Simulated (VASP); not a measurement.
# GaN (P6_3mc) in VASP: vibrations by perturbation theory with PBE

Aim: the vibrations by perturbation theory of GaN with PBE.

Program: VASP 6.6.1. These are calculated values, not measurements. Logs are shortened: lines on timing, memory, paths and dates and some standing lists are left out, and cuts for length are marked.

## Step 1: The cell of the first run

Symmetry: P6_3mc, No. 186, hexagonal system. Conventional cell: a = 3.219 Å, b = 3.219 Å, c = 5.244 Å, α = 90.00°, β = 90.00°, γ = 120.00°. Within 2.6 Å of Ga (site symmetry 3m) lie 4 N at 1.97 to 1.98 Å. Within 2.6 Å of N (site symmetry 3m) lie 4 Ga at 1.97 to 1.98 Å.

## Step 2: Vibrations by perturbation theory, PBE

The input, INCAR:

```
SYSTEM = GaN
ALGO = Normal
EDIFF = 1E-8
ENCUT = 520
GGA = PE
IBRION = 8
ISIF = 2
ISMEAR = 0
LASPH = .TRUE.
LCHARG = .FALSE.
LEPSILON = .TRUE.
LREAL = .FALSE.
LWAVE = .FALSE.
NELM = 80
NSW = 1
PREC = Accurate
SIGMA = 0.01
```

The input, KPOINTS:

```
k-points
0
G
  9 9 5
  0 0 0
```

The input, POSCAR:

```
GaN
1.0
    3.2186213459      0.0000000000      0.0000000000
   -1.6093106730      2.7874078507      0.0000000000
    0.0000000000      0.0000000000      5.2435339944
Ga N
2 2
Direct
    0.6666666667      0.3333333333      0.4991368659
    0.3333333333      0.6666666667      0.9991368659
    0.6666666667      0.3333333333      0.8758631341
    0.3333333333      0.6666666667      0.3758631341
```

Potentials or basis: VASP PAW PBE potentials, release 64 (Ga_d, N).

On the command line:

```sh
$ cat potpaw_PBE.64/Ga_d/POTCAR potpaw_PBE.64/N/POTCAR > POTCAR
$ mpirun -np 1 vasp_std > vasp.out
```

OUTCAR:

```text
SYSTEM = GaN
   EDIFF = 1E-8
   ENCUT = 520
   GGA = PE
   IBRION = 8
   ISIF = 2
   ISMEAR = 0
   LASPH = .TRUE.
   LEPSILON = .TRUE.
   LREAL = .FALSE.
   NELM = 80
   NSW = 1
   PREC = Accurate

 ion  position               nearest neighbor table
   1  0.667  0.333  0.499-   4 1.97   4 1.97   4 1.97   3 1.98
   2  0.333  0.667  0.999-   3 1.97   3 1.97   3 1.97   4 1.98
   3  0.667  0.333  0.876-   2 1.97   2 1.97   2 1.97   1 1.98
   4  0.333  0.667  0.376-   1 1.97   1 1.97   1 1.97   2 1.98

  LATTYP: Found a hexagonal cell.
 ALAT       =     3.2186213459
 C/A-ratio  =     1.6291242215

  Lattice vectors:

 A1 = (   3.2186213459,   0.0000000000,   0.0000000000)
 A2 = (  -1.6093106730,   2.7874078507,   0.0000000000)
 A3 = (   0.0000000000,   0.0000000000,   5.2435339944)

Analysis of symmetry for initial positions (statically):
=====================================================================
 Subroutine PRICEL returns:
 Original cell was already a primitive cell.

 Routine SETGRP: Setting up the symmetry group for a
 hexagonal supercell.

 Subroutine GETGRP returns: Found 12 space group operations
 (whereof  6 operations were pure point group operations)
 out of a pool of 24 trial point group operations.

The static configuration has the point symmetry C_3v.
 The point group associated with its full space group is C_6v.

Analysis of symmetry for dynamics (positions and initial velocities):
=====================================================================
 Subroutine PRICEL returns:
 Original cell was already a primitive cell.

 Routine SETGRP: Setting up the symmetry group for a
 hexagonal supercell.

 Subroutine GETGRP returns: Found 12 space group operations
 (whereof  6 operations were pure point group operations)
 out of a pool of 24 trial point group operations.

The dynamic configuration has the point symmetry C_3v.
 The point group associated with its full space group is C_6v.

 Subroutine INISYM returns: Found 12 space group operations
 (whereof  6 operations are pure point group operations),
 and found     1 'primitive' translations

----------------------------------------------------------------------------------------

                                     Primitive cell

  volume of cell :      47.0429

  direct lattice vectors                    reciprocal lattice vectors
     3.218621346  0.000000000  0.000000000     0.310692030  0.179378127  0.000000000
    -1.609310673  2.787407851  0.000000000     0.000000000  0.358756254  0.000000000
     0.000000000  0.000000000  5.243533994     0.000000000  0.000000000  0.190711074

  length of vectors
     3.218621346  3.218621346  5.243533994     0.358756254  0.358756254  0.190711074

  position of ions in fractional coordinates (direct lattice)
     0.666666667  0.333333333  0.499136866
     0.333333333  0.666666667  0.999136866
     0.666666667  0.333333333  0.875863134
     0.333333333  0.666666667  0.375863134

  ion indices of the primitive-cell ions
   primitive index   ion index
                 1           1
                 2           2
                 3           3
                 4           4

----------------------------------------------------------------------------------------

 KPOINTS: k-points

Automatic generation of k-mesh.
 Grid dimensions read from file:
 generate k-points for:    9    9    5

 Generating k-lattice:

  Cartesian coordinates                     Fractional coordinates (reciprocal lattice)
     0.034521337  0.019930903  0.000000000     0.111111111 -0.000000000  0.000000000
     0.000000000  0.039861806  0.000000000     0.000000000  0.111111111  0.000000000
     0.000000000  0.000000000  0.038142215     0.000000000  0.000000000  0.200000000

  Length of vectors
     0.039861806  0.039861806  0.038142215

  Shift w.r.t. Gamma in fractional coordinates (k-lattice)
[... 747 lines left out ...]

  energy without entropy =       -0.70741443

------------------------ aborting loop because EDIFF is reached ----------------------------------------

--------------------------------------- Ionic step        2  -------------------------------------------

------------------------ aborting loop because EDIFF is reached ----------------------------------------

--------------------------------------- Ionic step        3  -------------------------------------------

------------------------ aborting loop because EDIFF is reached ----------------------------------------

 PIEZOELECTRIC TENSOR FIELD DIRECTION 3  (e Angst)
 -----------------------------------------------------------------------------
     1.51371 -0.00000  0.00000           (  0.11373 -0.00000  0.00000)
    -0.00000  1.51371  0.00000           ( -0.00000  0.11373  0.00000)
     0.00000 -0.00000 -3.06798           (  0.00000  0.00000 -0.23305)

 PIEZOELECTRIC TENSOR FIELD DIRECTION 3  (C/m^2)
 -----------------------------------------------------------------------------
     0.51553 -0.00000  0.00000
    -0.00000  0.51553  0.00000
     0.00000 -0.00000 -1.04488

[... ionic steps 4 to 9 ...]

--------------------------------------- Ionic step       10  -------------------------------------------

------------------------ aborting loop because EDIFF is reached ----------------------------------------

[... ionic steps 11 to 11 ...]

--------------------------------------- Ionic step       12  -------------------------------------------

 Free energy of the ion-electron system (eV)
  ---------------------------------------------------
  ---------------------------------------------------
  free energy    TOTEN  =        -0.24750399 eV

  energy without entropy =       -0.24750399

------------------------ aborting loop because EDIFF is reached ----------------------------------------

 INTERNAL STRAIN TENSOR  FOR ION    3  DIRECTION 3   (eV/Angst):
 -----------------------------------------------------------------------------
     4.44066 -0.00000 -0.00000
    -0.00000  4.44066  0.00000
     0.00000  0.00000 -8.35206

 MACROSCOPIC STATIC DIELECTRIC TENSOR (including local field effects in DFT)
 ------------------------------------------------------
           6.024748    -0.000000     0.000000
          -0.000000     6.024748     0.000000
           0.000000     0.000000     6.223865
 ------------------------------------------------------

 PIEZOELECTRIC TENSOR (including local field effects)  for field in x, y, z        (e  Angst)
          XX          YY          ZZ          XY          YZ          ZX
  --------------------------------------------------------------------------------
  x     0.00000     0.00000     0.00000    -0.00000    -0.00000     1.63692
  y    -0.00000     0.00000    -0.00000     0.00000     1.63692    -0.00000
  z     1.51371     1.51371    -3.06798    -0.00000     0.00000     0.00000

 PIEZOELECTRIC TENSOR (including local field effects)  for field in x, y, z        (C/m^2)
          XX          YY          ZZ          XY          YZ          ZX
  --------------------------------------------------------------------------------
  x     0.00000     0.00000     0.00000    -0.00000    -0.00000     0.55750
  y    -0.00000     0.00000    -0.00000     0.00000     0.55750    -0.00000
  z     0.51553     0.51553    -1.04488    -0.00000     0.00000     0.00000

 BORN EFFECTIVE CHARGES (including local field effects) (in |e|, cummulative output)
 ---------------------------------------------------------------------------------
 ion    1
    1     2.63453    -0.00000    -0.00000
    2    -0.00000     2.63453     0.00000
    3     0.00000     0.00000     2.77777
 ion    2
    1     2.63453    -0.00000     0.00000
    2    -0.00000     2.63453     0.00000
    3    -0.00000    -0.00000     2.77777
 ion    3
    1    -2.63453     0.00000     0.00000
    2     0.00000    -2.63453     0.00000
    3    -0.00000    -0.00000    -2.77777
 ion    4
    1    -2.63453     0.00000    -0.00000
    2     0.00000    -2.63453    -0.00000
    3     0.00000     0.00000    -2.77777

 INTERNAL STRAIN TENSOR FOR ION    4 for displacements in x,y,z  (eV/Angst):
          X           Y           Z          XY          YZ          ZX
  --------------------------------------------------------------------------------
  x     0.00000    -0.00000    -0.00000    -8.21096    -0.00000     4.38563
  y    -8.21096     8.21096    -0.00000    -0.00000     4.79170    -0.00000
  z     4.44066     4.44066    -8.35206    -0.00000     0.00000     0.00000

 SECOND DERIVATIVES (NOT SYMMETRIZED)
 ------------------------------------
               1X          1Y          1Z          2X          2Y          2Z          3X          3Y          3Z          4X          4Y          4Z
  1X   -11.910352    0.000000   -0.000000    0.340139   -0.000000    0.000000    1.027655   -0.000000   -0.000000   10.542558   -0.000000    0.000000
  1Y     0.000000  -11.910352    0.000000   -0.000000    0.340139    0.000000   -0.000000    1.027655   -0.000000   -0.000000   10.542558   -0.000000
  1Z     0.000000   -0.000000  -18.439989    0.000000   -0.000000    7.843791   -0.000000   -0.000000    6.001666   -0.000000    0.000000    4.594532
  2X     0.340139   -0.000000    0.000000  -11.910352    0.000000    0.000000   10.542558   -0.000000   -0.000000    1.027655   -0.000000    0.000000
  2Y    -0.000000    0.340139    0.000000    0.000000  -11.910352    0.000000   -0.000000   10.542558    0.000000   -0.000000    1.027655    0.000000
  2Z    -0.000000    0.000000    7.843791   -0.000000    0.000000  -18.439989    0.000000   -0.000000    4.594532    0.000000    0.000000    6.001666
  3X     1.063205   -0.000000   -0.000000   10.574745   -0.000000    0.000000  -12.255030    0.000000   -0.000000    0.617081   -0.000000    0.000000
  3Y    -0.000000    1.063205    0.000000   -0.000000   10.574745    0.000000    0.000000  -12.255030   -0.000000   -0.000000    0.617081    0.000000
  3Z     0.000000   -0.000000    6.007785   -0.000000   -0.000000    4.613369    0.000000    0.000000  -16.304460   -0.000000    0.000000    5.683307
  4X    10.574745   -0.000000    0.000000    1.063205   -0.000000    0.000000    0.617081   -0.000000   -0.000000  -12.255030    0.000000    0.000000
  4Y    -0.000000   10.574745    0.000000   -0.000000    1.063205    0.000000   -0.000000    0.617081   -0.000000    0.000000  -12.255030    0.000000
  4Z     0.000000    0.000000    4.613369   -0.000000    0.000000    6.007785    0.000000    0.000000    5.683307    0.000000   -0.000000  -16.304460

 Eigenvectors and eigenvalues of the dynamical matrix
 ----------------------------------------------------

   1 f  =   19.601720 THz   123.161238 2PiTHz  653.842996 cm-1    81.066163 meV
             X         Y         Z           dx          dy          dz
      1.609311  0.929136  2.617241     0.000000   -0.000000    0.026507
     -0.000000  1.858272  5.239008     0.000000   -0.000000   -0.026507
      1.609311  0.929136  4.592618     0.000000   -0.000000   -0.706610
     -0.000000  1.858272  1.970851    -0.000000    0.000000    0.706610
[... 71 lines left out ...]
  12 f/i=    0.016970 THz     0.106627 2PiTHz    0.566066 cm-1     0.070183 meV
             X         Y         Z           dx          dy          dz
      1.609311  0.929136  2.617241    -0.631788    0.132799    0.000000
     -0.000000  1.858272  5.239008    -0.631788    0.132799    0.000000
      1.609311  0.929136  4.592618    -0.282291    0.059336    0.000000
     -0.000000  1.858272  1.970851    -0.282291    0.059336    0.000000

--------------------------------------------------------------------------------------------------------

 MACROSCOPIC STATIC DIELECTRIC TENSOR IONIC CONTRIBUTION
 ------------------------------------------------------
           4.601467    -0.000000    -0.000000
          -0.000000     4.601467     0.000000
          -0.000000     0.000000     5.595429
 ------------------------------------------------------

 ELASTIC MODULI CONTR FROM IONIC RELAXATION (kBar)
 Direction    XX          YY          ZZ          XY          YZ          ZX
 --------------------------------------------------------------------------------
 XX        -484.1070    231.6695    238.0896      0.0000      0.0000     -0.0000
 YY         231.6695   -484.1070    238.0896      0.0000     -0.0000      0.0000
 ZZ         238.0896    238.0896   -449.1145     -0.0000      0.0000     -0.0000
 XY           0.0000      0.0000     -0.0000   -357.8882     -0.0000     -0.0000
 YZ           0.0000      0.0000      0.0000      0.0000   -112.0023      0.0000
 ZX          -0.0000      0.0000     -0.0000     -0.0000      0.0000   -118.2932
 --------------------------------------------------------------------------------

 PIEZOELECTRIC TENSOR IONIC CONTR  for field in x, y, z        (C/m^2)
          XX          YY          ZZ          XY          YZ          ZX
  --------------------------------------------------------------------------------
  x    -0.00000     0.00000    -0.00000     0.00000     0.00000    -0.69423
  y    -0.00000    -0.00000     0.00000    -0.00000    -0.67551     0.00000
  z    -0.79077    -0.79077     1.49165     0.00000    -0.00000     0.00000
```

It took 18 min on 1 thread of Intel Xeon Platinum 8259CL at 2.50GHz (Skylake/Cascade Lake), shared host; peak memory 0.54 GiB.

Results:

| Property | Result |
| --- | --- |
| Electronic dielectric tensor (diagonal) | 6.02, 6.02, 6.22 |
| Born charges (mean of the diagonal) | Ga +2.68; N -2.68 e |
| Highest phonon frequency at Γ, LO-TO splitting left out | 654 cm⁻¹ |

Phonon frequencies in cm⁻¹ (negative: imaginary):
| q point | frequencies |
| --- | --- |
| (0.000, 0.000, 0.000) | -1 -1 0 135 135 319 498 521 521 529 529 654 |

Electronic dielectric tensor:
```
6.02 0.00 0.00
0.00 6.02 0.00
0.00 0.00 6.22
```

Born effective charge tensors (e):
atom 1, Ga
```
2.63 0.00 0.00
0.00 2.63 0.00
0.00 0.00 2.78
```
atom 2, Ga
```
2.63 0.00 0.00
0.00 2.63 0.00
0.00 0.00 2.78
```
atom 3, N
```
-2.63  0.00  0.00
 0.00 -2.63  0.00
 0.00  0.00 -2.78
```
atom 4, N
```
-2.63  0.00  0.00
 0.00 -2.63  0.00
 0.00  0.00 -2.78
```
